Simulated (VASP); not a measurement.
Input of a VASP 6.6.1 run:

File INCAR:

```
  PREC = Accurate
  ENCUT = 520
  EDIFF = 1E-6
  ISMEAR = 0
  SIGMA = 0.05
  LREAL = F
  LASPH = T
  NELM = 60
  ALGO = Normal
  ISIF = 2
  LWAVE = F
  LCHARG = F
  GGA = PE
  NBANDS = 11
```

Contents of KPOINTS:

```
regular mesh
0
Gamma
  10 10 10
```

The input POSCAR:

```
AlN
1.0
   -0.4409088598      1.8396542082      1.8396542082
    1.8396542082     -0.4409088598      1.8396542082
    1.8396542082      1.8396542082     -0.4409088598
Al N
1 1
Direct
    0.5000000000      0.5000000000      0.5000000000
    0.0000000000      0.0000000000      0.0000000000
```

Potentials or basis: VASP PAW PBE potentials, release 64 (Al, N).

Command:

```sh
$ cat potpaw_PBE.64/Al/POTCAR potpaw_PBE.64/N/POTCAR > POTCAR
$ mpirun -np 1 vasp_std > vasp.out
```

Question: Predict the band gap on the k mesh.

Answer: Zero (band 4 reaches 11.46 eV, above the bottom of band 5 at 11.42 eV).

Question: What does it give for the pressure?

Answer: 6.3 GPa.

Stress tensor (GPa, compression positive):
```
 6.30 35.05 35.05
35.05  6.30 35.05
35.05 35.05  6.30
```
